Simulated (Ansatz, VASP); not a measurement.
# Two plane-wave programs on SiB4Mo

INCAR

```
SYSTEM = SiB4Mo
PREC     = Accurate       ! precision mode
ENCUT    = 600            ! plane-wave cutoff, eV
EDIFF    = 1E-6           ! SCF threshold, eV
ISMEAR   = 0              ! smearing method
SIGMA    = 0.1            ! smearing width, eV
LREAL    = .False.        ! projectors in reciprocal space
LASPH    = .True.         ! aspherical terms in the spheres
NELM     = 100            ! most SCF steps
ALGO     = Normal         ! electronic algorithm
ISIF     = 3              ! what is computed and relaxed
LWAVE    = .False.        ! write WAVECAR
LCHARG   = .False.        ! write CHGCAR
GGA      = PE             ! functional
IBRION   = 2              ! ionic algorithm
NSW      = 90             ! ionic steps
EDIFFG   = -0.04          ! ionic threshold
```

KPOINTS

```
regular mesh
0
Gamma
  4 4 4
  0 0 0
```

File POSCAR:

```
SiB4Mo
1.0
    0.0000000000      3.2903196300      3.2903196300
    3.2903196300      0.0000000000      3.2903196300
    3.2903196300      3.2903196300      0.0000000000
Si B Mo
1 4 1
Direct
    0.2500000000      0.2500000000      0.2500000000
    0.8546502900      0.8546502900      0.8546502900
    0.8546502900      0.8546502900      0.4360491400
    0.8546502900      0.4360491400      0.8546502900
    0.4360491400      0.8546502900      0.8546502900
    0.0000000000      0.0000000000      0.0000000000
```

Input for Ansatz:

```yaml
crystal:
  lattice:
    - [0.0, 3.29031963, 3.29031963]
    - [3.29031963, 0.0, 3.29031963]
    - [3.29031963, 3.29031963, 0.0]
  atoms:
    - { symbol: Si, position: [0.25, 0.25, 0.25] }
    - { symbol: B, position: [0.85465029, 0.85465029, 0.85465029] }
    - { symbol: B, position: [0.85465029, 0.85465029, 0.43604914] }
    - { symbol: B, position: [0.85465029, 0.43604914, 0.85465029] }
    - { symbol: B, position: [0.43604914, 0.85465029, 0.85465029] }
    - { symbol: Mo, position: [0.0, 0.0, 0.0] }
basis:
  ecutwfc: 420
kpoints:
  mp_grid: { grid: [4, 4, 4] }
hamiltonian:
  xc: pbe
scf:
  occupations: { method: gaussian, width: 0.1 }
  lower_state_search: "off"
output:
  forces: true
  stress: true
  eigenvalues: true
relax:
  adjacent_minimum: "off"
  f_tol: 0.04
  max_steps: 70
  cell: { stress_tol: 0.4 }
```

Alike in both runs: task relaxation of cell and atoms; functional PBE; k mesh 4 × 4 × 4; occupations gaussian, width 0.1 eV; no spin polarisation.

|  | VASP | Ansatz |
| --- | --- | --- |
| version | VASP 6.6.1 | Ansatz 0.2.0 |
| potentials or method | VASP PAW PBE potentials, release 64 (Si, B, Mo_sv), cutoff 600 eV | scalar-relativistic, plane waves, PAW |
| valence electrons in the cell | 30 | 30 |

```csv
,VASP,Ansatz,Ansatz less VASP
"gap on the k mesh at the Fermi level, each at its own relaxed structure (eV)",none,none,-
relaxed volume (Å³/atom),15.26,15.27,+0.009
relaxed length of the cell vector where the two differ most in proportion (Å),5.059,5.060,+0.0010
```

A gap of «none» marks a metal or a gap that the smearing closes.

The k mesh is coarse, so the values compare programs but aren't converged. Noted on VASP's run: the volume moved by over 15 % at a fixed basis, so the end points are rough.
